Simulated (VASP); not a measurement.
A run of VASP 6.6.1 is set up as follows.

Contents of POSCAR:

```
MgO
1.0
    3.5386736700      0.0000000000      0.0000000000
   -1.7693368350      3.0645813800      0.0000000000
    0.0000000000      0.0000000000      4.0554645830
Mg O
2 2
Direct
    0.6666666667      0.3333333333      0.7500000000
    0.3333333333      0.6666666667      0.2500000000
    0.6666666667      0.3333333333      0.2500000000
    0.3333333333      0.6666666667      0.7500000000
```

The input INCAR.step1:

```
PREC = Accurate ; ENCUT = 520
ISMEAR = -1 ; SIGMA = 0.02
LREAL = False ; LASPH = True
NELM = 60 ; NBANDS = 16
GGA = PE ; ALGO = Normal
EDIFF = 1E-4 ; LWAVE = True
LCHARG = False
```

INCAR.step2

```
PREC = Accurate ; ENCUT = 520
EDIFF = 1E-7 ; ISMEAR = -1
SIGMA = 0.02 ; LREAL = False
LASPH = True ; NELM = 60
ALGO = Normal ; ISIF = 2
LWAVE = False ; LCHARG = False
METAGGA = R2SCAN ; LMIXTAU = True
NBANDS = 16 ; ISTART = 1
```

KPOINTS

```
regular mesh
0
Gamma
  6 6 6
```

Potentials or basis: VASP PAW PBE potentials, release 64 (Mg, O).

The run is started by

```bash
$ cat potpaw_PBE.64/Mg/POTCAR potpaw_PBE.64/O/POTCAR > POTCAR
$ cp INCAR.step1 INCAR
$ mpirun -np 1 vasp_std > vasp.out
$ cp INCAR.step2 INCAR
$ mpirun -np 1 vasp_std > vasp.out
```

**Question.** Estimate the pressure.

**Answer.** 0.2 GPa.

**Question.** What does it give for the band gap on the k mesh?

**Answer.** 4.13 eV, direct.

Stress tensor (GPa, compression positive):
```
-2.91  0.00  0.00
 0.00 -2.91  0.00
 0.00  0.00  6.56
```

Caveat: the PAW data sets were made with another functional, which shifts forces and pressure a little. r2SCAN opens gaps a little over a GGA but as a rule still falls short of measured ones.
